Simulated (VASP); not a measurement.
# TiSi2 in VASP: further runs, part 2 of 4

VASP 6.6.1.

## Step 3: Single point, PBE

POSCAR

```
TiSi2
1.0
    0.0000000000      4.1180000000      4.2615000000
    2.3865000000      0.0000000000      4.2615000000
    2.3865000000      4.1180000000      0.0000000000
Ti Si
2 4
Direct
    0.7500000000      0.7500000000      0.7500000000
    0.5000000000      0.5000000000      0.5000000000
    0.0830000000      0.4170000000      0.0830000000
    0.4170000000      0.0830000000      0.4170000000
    0.1670000000      0.8330000000      0.1670000000
    0.8330000000      0.1670000000      0.8330000000
```

INCAR.step1

```
SYSTEM = TiSi2
PREC     = Accurate       ! precision mode
ENCUT    = 520            ! plane-wave cutoff, eV
EDIFF    = 1E-6           ! SCF threshold, eV
ISMEAR   = -1             ! smearing method
SIGMA    = 0.08           ! smearing width, eV
LREAL    = .False.        ! projectors in reciprocal space
LASPH    = .True.         ! aspherical terms in the spheres
NELM     = 100            ! most SCF steps
ALGO     = Normal         ! electronic algorithm
ISIF     = 2              ! what is computed and relaxed
LWAVE    = .False.        ! write WAVECAR
LCHARG   = .True.         ! write CHGCAR
LMAXMIX  = 4              ! l up to which the mixer works
GGA      = PE             ! functional
NBANDS   = 29             ! bands
```

KPOINTS.step1

```
Automatic mesh
0
Gamma
  8 8 8
  0 0 0
```

INCAR.step2

```
SYSTEM = TiSi2
PREC     = Accurate       ! precision mode
ENCUT    = 520            ! plane-wave cutoff, eV
EDIFF    = 1E-6           ! SCF threshold, eV
ISMEAR   = -5             ! smearing method
SIGMA    = 0.08           ! smearing width, eV
LREAL    = .False.        ! projectors in reciprocal space
LASPH    = .True.         ! aspherical terms in the spheres
NELM     = 100            ! most SCF steps
ALGO     = Normal         ! electronic algorithm
ISIF     = 2              ! what is computed and relaxed
LWAVE    = .False.        ! write WAVECAR
LCHARG   = .False.        ! write CHGCAR
LMAXMIX  = 4              ! l up to which the mixer works
GGA      = PE             ! functional
LORBIT   = 10             ! projections on sites
NBANDS   = 29             ! bands
NEDOS    = 2001           ! points of the DOS
ICHARG   = 11             ! starting density
```

KPOINTS.step2

```
Automatic mesh
0
Gamma
  12 12 12
  0 0 0
```

Potentials or basis: VASP PAW PBE potentials, release 64 (Ti_sv, Si).

The run is started by

```sh
> cat potpaw_PBE.64/Ti_sv/POTCAR potpaw_PBE.64/Si/POTCAR > POTCAR
> cp INCAR.step1 INCAR
> cp KPOINTS.step1 KPOINTS
> mpirun -np 1 vasp_std > vasp.out
> cp INCAR.step2 INCAR
> cp KPOINTS.step2 KPOINTS
> mpirun -np 1 vasp_std > vasp.out
```

Wall time 6.8 min (1 thread of AMD EPYC 9R45 (Zen 5), shared host); peak memory 0.61 GiB.

It converged, with:

- Valence electrons inside the program's atomic spheres: Ti 10.41; Si 1.63

Levels at points of the mesh, in eV from the Fermi level:
```csv
k point,band 17,band 18,band 19,band 20,band 21,band 22,band 23,band 24
"(0.00, 0.00, 0.00)",-2.23,-1.93,-1.70,-1.49,-0.91,2.04,3.22,3.32
"(0.50, 0.00, 0.00)",-1.96,-1.07,-0.03,0.19,1.06,1.37,1.79,2.27
"(0.50, 0.50, 0.00)",-1.59,-1.59,-1.01,-1.01,0.82,0.82,3.24,3.24
"(0.50, 0.00, 0.50)",-2.39,-2.39,-0.83,-0.83,1.28,1.28,3.30,3.30
"(0.00, 0.50, 0.50)",-1.24,-1.24,-0.64,-0.64,0.94,0.94,2.30,2.30
```

## Step 4: Electric field gradients, PBE (equal xy, yz and zx shear strains of -2 %)

INCAR

```
PREC     = Accurate       # precision mode
ENCUT    = 520            # plane-wave cutoff, eV
EDIFF    = 1E-8           # SCF threshold, eV
ISMEAR   = -1             # smearing method
SIGMA    = 0.08           # smearing width, eV
LREAL    = F              # projectors in reciprocal space
LASPH    = T              # aspherical terms in the spheres
NELM     = 80             # most SCF steps
ALGO     = Normal         # electronic algorithm
ISIF     = 2              # what is computed and relaxed
LWAVE    = F              # write WAVECAR
LCHARG   = F              # write CHGCAR
GGA      = PE             # functional
LEFG     = T            
NBANDS   = 29             # bands
```

KPOINTS

```
regular mesh
0
Gamma
  8 8 8
```

POSCAR, as its differences from that of step 3:

```diff
@@ -2,5 +2,5 @@
 1.0
-    0.0000000000      4.1180000000      4.2615000000
-    2.3865000000      0.0000000000      4.2615000000
-    2.3865000000      4.1180000000      0.0000000000
+   -0.0837950000      4.0753850000      4.2203200000
+    2.3438850000     -0.0664800000      4.2376350000
+    2.3453200000      4.0941350000     -0.0650450000
 Ti Si
```

Potentials or basis: VASP PAW PBE potentials, release 64 (Ti_sv, Si).

The run is started by

```sh
> cat potpaw_PBE.64/Ti_sv/POTCAR potpaw_PBE.64/Si/POTCAR > POTCAR
> mpirun -np 1 vasp_std > vasp.out
```

OUTCAR:

```text
PREC = Accurate
   ENCUT = 520
   EDIFF = 1E-8
   ISMEAR = -1
   LREAL = F
   LASPH = T
   NELM = 80
   ISIF = 2
   GGA = PE

 ion  position               nearest neighbor table
   1  0.750  0.750  0.750-   6 2.50   6 2.53   5 2.55   5 2.56   3 2.73   4 2.73   4 2.74   3 2.74
                             3 2.78   4 2.78
   2  0.500  0.500  0.500-   4 2.50   4 2.53   3 2.55   3 2.56   5 2.73   6 2.73   6 2.74   5 2.74
                             5 2.78   6 2.78
   3  0.083  0.417  0.083-   5 2.50   5 2.54   2 2.55   2 2.56   4 2.73   1 2.73   1 2.74   4 2.75
                             4 2.77   1 2.78   6 3.14
   4  0.417  0.083  0.417-   2 2.50   2 2.53   6 2.55   6 2.56   3 2.73   1 2.73   1 2.74   3 2.75
                             3 2.77   1 2.78   5 3.14
   5  0.167  0.833  0.167-   3 2.50   3 2.54   1 2.55   1 2.56   6 2.73   2 2.73   2 2.74   6 2.75
                             6 2.77   2 2.78   4 3.14
   6  0.833  0.167  0.833-   1 2.50   1 2.53   4 2.55   4 2.56   5 2.73   2 2.73   2 2.74   5 2.75
                             5 2.77   2 2.78   3 3.14

  Warning from LATTYP: Got some problem with cell dimensions!
  Tried to take original basis but could not verify dimensions!
  LATTYP: Found a triclinic cell.
 ALAT       =     4.7187602347
 B/A-ratio  =     1.2684044582
 C/A-ratio  =     1.0115956393
 COS(alpha) =     0.0004770632
 COS(beta)  =     0.4884330877
 COS(gamma) =     0.6131516824

  Lattice vectors:

 A1 = (  -2.3453200000,  -4.0941350000,   0.0650450000)
 A2 = (  -0.0014350000,  -4.1606150000,   4.3026800000)
 A3 = (  -4.7730000000,   0.0477300000,   0.0477300000)

Analysis of symmetry for initial positions (statically):
=====================================================================
 Subroutine PRICEL returns:
 Original cell was already a primitive cell.

 Routine SETGRP: Setting up the symmetry group for a
 triclinic supercell.

 Subroutine GETGRP returns: Found  2 space group operations
 (whereof  1 operations were pure point group operations)
 out of a pool of  2 trial point group operations.

The static configuration has the point symmetry C_1 .
 The point group associated with its full space group is S_2 .

Analysis of symmetry for dynamics (positions and initial velocities):
=====================================================================
 Subroutine PRICEL returns:
 Original cell was already a primitive cell.

 Routine SETGRP: Setting up the symmetry group for a
 triclinic supercell.

 Subroutine GETGRP returns: Found  2 space group operations
 (whereof  1 operations were pure point group operations)
 out of a pool of  2 trial point group operations.

The dynamic configuration has the point symmetry C_1 .
 The point group associated with its full space group is S_2 .

 Subroutine INISYM returns: Found  2 space group operations
 (whereof  1 operations are pure point group operations),
 and found     1 'primitive' translations

----------------------------------------------------------------------------------------
[... 118 lines left out ...]
   IALGO  =     38    algorithm
   IMIX   =      4    mixing-type and parameters
     AMIX     =   0.40;   BMIX     =  1.00
     AMIX_MAG =   1.60;   BMIX_MAG =  1.00
  volume/ion in A,a.u.               =      13.96        94.18
  Fermi-wavevector in a.u.,A,eV,Ry     =   1.279750  2.418377 22.283078  1.637760
  Thomas-Fermi vector in A             =   2.412217
   LORBIT       =      0    0 simple, 1 ext, 2 COOP (PROOUT), +10 PAW based schemes
   GGA     = PE    functional components
   LHFCALC =     F    Hartree Fock is set to
   AEXX    =    0.0000 exact exchange contribution
   IVDW    =     0    specifies the selected vdW correction
   LEPSILON=     F    determine dielectric tensor
   LRPA    =     F    only Hartree local field effects (RPA)
 non-spin polarized calculation
  energy-cutoff  :      520.00
  volume of cell :       83.74
 maximum number of plane-waves:      2280
 NGX is ok and might be reduce to    48
   NGX = 21   NGY = 17   NGZ = 17

 number of electron      40.0000004 magnetization

 Free energy of the ion-electron system (eV)
  ---------------------------------------------------
  ext. energy  EPLUGINS =         0.00000000
  ---------------------------------------------------
  free energy    TOTEN  =       -40.66644342 eV

  energy without entropy =      -40.62304540  energy(sigma->0) =      -40.64474441

 E-fermi :  10.2285     XC(G=0): -11.7445

 val. band max:       10.2277494589   @ k =  -0.3750  -0.0000   0.1250
 cond. band min:      10.2292130043   @ k =  -0.1250   0.3750   0.1250
 fundamental gap:      0.0014635454
 Fermi energy:        10.2285174771

 k-point     1 :       0.0000    0.0000    0.0000
  band No.  band energies     occupation
      1     -46.0315      2.00000
      2     -46.0024      2.00000
      3     -22.4206      2.00000
      4     -22.4024      2.00000
      5     -22.3259      2.00000
      6     -22.3153      2.00000
[... 757 lines left out ...]
     28      14.3204      0.00000
     29      14.4358      0.00000

 [... further k-points ...]
[... 5 lines left out ...]
  --------------------------------------------------------------------------------------
  -------------------------------------------------------------------------------------
  Total        1.6246878      1.0215546      1.2019572      1.3855686      1.0026113      1.6634040
  in kB       31.0864701     19.5462330     22.9980223     26.5112085     19.1837762     31.8272577
  external PRESSURE =      24.5435751 kB  Pullay stress =       0.0000000 kB

 VOLUME and BASIS-vectors are now :
 -----------------------------------------------------------------------------
  energy-cutoff  :      520.00
  volume of cell :       83.74
      direct lattice vectors                 reciprocal lattice vectors
    -0.083795000  4.075385000  4.220320000    -0.207142091  0.120511376  0.116463272
     2.343885000 -0.066480000  4.237635000     0.209512864 -0.118140602  0.118243301
     2.345320000  4.094135000 -0.065045000     0.209595479  0.122374020 -0.114009884

 POSITION                                       TOTAL-FORCE (eV/Angst)
 -----------------------------------------------------------------------------------
      3.45406      6.07728      6.29468        -0.133771     -0.135723     -0.131864
      2.30271      4.05152      4.19646         0.133771      0.135723      0.131864
      1.16511      0.65035      2.11198        -0.052576      0.139747      0.000737
      1.13760      3.40117      2.08447        -0.061008     -0.264358     -0.124930
      2.33013      1.30893      4.22388         0.052576     -0.139747     -0.000737
      2.27528      6.79411      4.16903         0.061008      0.264358      0.124930
 -----------------------------------------------------------------------------------
    total drift:                               -0.000000     -0.000000     -0.000000

  FREE ENERGIE OF THE ION-ELECTRON SYSTEM (eV)
  ---------------------------------------------------
  free  energy   TOTEN  =       -40.6664434242 eV

  energy  without entropy=      -40.6230454043  energy(sigma->0) =      -40.64474441

 Electric field gradients (V/A^2)
---------------------------------------------------------------------
 ion       V_xx      V_yy      V_zz      V_xy      V_xz      V_yz
---------------------------------------------------------------------
   1      -2.560    10.484    -7.924    -5.089    -5.454    -3.407
   2      -2.560    10.484    -7.924    -5.089    -5.454    -3.407
   3       0.696    12.345   -13.042    -2.559    24.789    -0.698
   4       2.104    13.538   -15.642    -1.755   -29.796    -0.854
   5       0.696    12.345   -13.042    -2.559    24.789    -0.698
   6       2.104    13.538   -15.642    -1.755   -29.796    -0.854
---------------------------------------------------------------------

 Electric field gradients after diagonalization (V/A^2)
 (convention: |V_zz| > |V_xx| > |V_yy|)
----------------------------------------------------------------------
 ion       V_xx      V_yy      V_zz     asymmetry (V_yy - V_xx)/ V_zz
----------------------------------------------------------------------
   1      12.351     0.341   -12.692       0.946
   2      12.351     0.341   -12.692       0.946
   3      20.311    11.606   -31.918       0.273
   4      24.394    13.522   -37.916       0.287
   5      20.311    11.606   -31.918       0.273
   6      24.394    13.522   -37.916       0.287
----------------------------------------------------------------------

           NMR quadrupolar parameters

 Cq : quadrupolar parameter    Cq=e*Q*V_zz/h
 eta: asymmetry parameters     (V_yy - V_xx)/ V_zz
 Q  : nuclear electric quadrupole moment in mb (millibarn)
----------------------------------------------------------------------
 ion       Cq(MHz)       eta       Q (mb)
----------------------------------------------------------------------
   1      -0.031       0.946       1.000
   2      -0.031       0.946       1.000
   3      -0.077       0.273       1.000
   4      -0.092       0.287       1.000
   5      -0.077       0.273       1.000
   6      -0.092       0.287       1.000
----------------------------------------------------------------------
```

Wall time 20 min (1 thread of Oxide Virtual Turin-like, shared host); peak memory 0.58 GiB.

Results:

| Property | Result |
| --- | --- |
| Free energy | -40.6664 eV |
| Pressure | 2.5 GPa |
| Largest force | 0.299 eV/Å |
| Band gap on the k mesh | zero (bands 20 and 21 overlap by 1.81 eV) |
| Largest electric field gradient by atom | Ti -12.7; Si -31.9, -37.9 (each value once) V/Å² |

Forces in eV/Å, atoms in the order of the input:
```
Ti  -0.134 -0.136 -0.132
Ti   0.134  0.136  0.132
Si  -0.053  0.140  0.001
Si  -0.061 -0.264 -0.125
Si   0.053 -0.140 -0.001
Si   0.061  0.264  0.125
```

Stress tensor (GPa, compression positive):
```
3.11 2.65 3.18
2.65 1.95 1.92
3.18 1.92 2.30
```

Levels at points of the mesh, in eV from the Fermi level:
```tsv
k point	band 18	band 19	band 20	band 21	band 22	band 23
(0.00, 0.00, 0.00)	-1.93	-1.71	-1.48	-0.93	2.01	3.18
(0.50, 0.00, 0.00)	-1.13	-0.11	0.07	1.00	1.31	1.60
(0.00, 0.50, 0.00)	-1.19	-0.04	0.17	1.02	1.38	1.91
(0.50, 0.50, 0.00)	-1.53	-1.07	-1.01	0.79	0.81	3.13
(0.00, 0.00, 0.50)	-1.03	0.03	0.17	0.98	1.30	1.83
(0.50, 0.00, 0.50)	-2.26	-0.90	-0.81	1.24	1.27	3.21
(0.00, 0.50, 0.50)	-1.20	-0.65	-0.64	0.88	0.96	2.22
(0.50, 0.50, 0.50)	-1.01	-0.12	0.20	1.14	1.42	1.70
```

Electric field gradients, principal values (V/Å²):
| atom | least | middle | greatest (by size) |
| --- | --- | --- | --- |
| 1 Ti | 0.341 | 12.351 | -12.692 |
| 2 Ti | 0.341 | 12.351 | -12.692 |
| 3 Si | 11.606 | 20.311 | -31.918 |
| 4 Si | 13.522 | 24.394 | -37.916 |
| 5 Si | 11.606 | 20.311 | -31.918 |
| 6 Si | 13.522 | 24.394 | -37.916 |

Caveat: the cell differs from its parent crystal (equal xy, yz and zx shear strains of -2 %); without QUAD_EFG the Cq values of the log hold for a quadrupole moment of 1 mb, not for the nuclei.

(Part 2 of 4 ends here.)
